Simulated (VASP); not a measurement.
## AlCl: single point with PBE

The system is AlCl.

```xyz
4
Lattice="3.3981 0.0000 0.0000 0.0000 3.7341 0.0000 0.0000 0.0000 8.6515" Properties=species:S:1:pos:R:3 pbc="T T T"
Al    0.0000    0.0000    3.7038
Al    1.6991    1.8671    4.9477
Cl    0.0000    0.0000    1.6084
Cl    1.6991    1.8671    7.0432
```

```json
{
 "Program": "VASP 6.6.1",
 "Task": "single point",
 "Functional": "PBE",
 "Potentials or basis": "VASP PAW PBE potentials, release 64 (Al, Cl)",
 "Cutoff": "520 eV",
 "k mesh": "6 × 4 × 2",
 "Occupations": "gaussian, width 0.1 eV",
 "Spin": "no spin polarisation"
}
```

| Item | Value |
| --- | --- |
| Pressure | -0.3 GPa |
| Largest force | 0.059 eV/Å |
| Band gap on the k mesh | zero (band 10 reaches 3.36 eV, above the bottom of band 11 at 0.59 eV) |

Forces on the atoms (eV/Å):
```
Al   0.000  0.000 -0.013
Al   0.000  0.000  0.013
Cl   0.000  0.000  0.059
Cl   0.000  0.000 -0.059
```

Stress tensor (GPa, compression positive):
```
-0.26  0.00  0.00
 0.00 -0.36  0.00
 0.00  0.00 -0.22
```

Levels at points of the mesh, in eV from the Fermi level:
```tsv
k point	band 8	band 9	band 10	band 11	band 12	band 13
(0.00, 0.00, 0.00)	-1.57	-1.46	1.79	1.85	3.69	3.82
(0.50, 0.00, 0.00)	-2.45	-1.79	-1.79	3.58	3.58	4.46
(0.00, 0.50, 0.00)	-2.50	-1.39	-1.39	3.26	3.26	5.86
(0.50, 0.50, 0.00)	-3.01	-1.36	-1.36	-0.99	-0.99	4.87
(0.00, 0.00, 0.50)	-1.54	-1.49	1.48	1.82	3.71	3.79
(0.50, 0.00, 0.50)	-2.70	-1.79	-1.79	3.90	3.90	4.45
(0.00, 0.50, 0.50)	-2.81	-1.39	-1.39	3.58	3.58	5.85
(0.50, 0.50, 0.50)	-3.14	-1.26	-1.26	-0.97	-0.97	4.59
```

It took 22 s on 1 thread of Intel(R) Xeon(R) Platinum 8488C (Sapphire Rapids) (shared host), peak memory 0.22 GiB.

Caveat: the k points lie up to 0.42 Å⁻¹ apart; this functional lacks dispersion, which binds the layers, so the pressure and a relaxed spacing across them are unreliable.
